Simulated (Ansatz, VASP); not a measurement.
**One calculation of Na3LaO3, two programs**

```
CELL_PARAMETERS angstrom
-2.32209 2.32209 5.80834
2.32209 -2.32209 5.80834
2.32209 2.32209 -5.80834
ATOMIC_POSITIONS crystal
Na 0.14472 0.64472 0.50000
Na 0.64472 0.14472 0.50000
Na 0.97390 0.97390 0.00000
La 0.38917 0.38917 0.00000
O 0.44603 0.94603 0.50000
O 0.94603 0.44603 0.50000
O 0.18947 0.18947 0.00000
```

Alike in both runs: functional PBE; k mesh 8 × 8 × 8; occupations gaussian, width 0.02 eV; no spin polarisation.

Ansatz relaxed the structure, and its values are those at the end. VASP's run is a single point on that final structure, the one shown.

|  | VASP | Ansatz |
| --- | --- | --- |
| version | VASP 6.6.1 | Ansatz 0.2.0 |
| potentials or method | VASP PAW PBE potentials, release 64 (Na_pv, La, O), cutoff 520 eV | scalar-relativistic, plane waves, PAW |
| valence electrons in the cell | 50 | 56 |

VASP gave:

```
gap on the k mesh at the Fermi level (eV) : 1.02
least direct gap on the mesh (eV)         : 1.15
pressure (GPa)                            : 0.0
rms of the force components (eV/Å)        : 0.008
```

Problem. Estimate Ansatz's values.

Solution. gap on the k mesh at the Fermi level (eV): 1.03; least direct gap on the mesh (eV): 1.16; pressure (GPa): 0.0; rms of the force components (eV/Å): 0.002.

VASP's potentials hold 50 valence electrons a cell and Ansatz's 56, so a difference there can come from the potentials and not from the codes.

Spin-orbit coupling is off throughout.
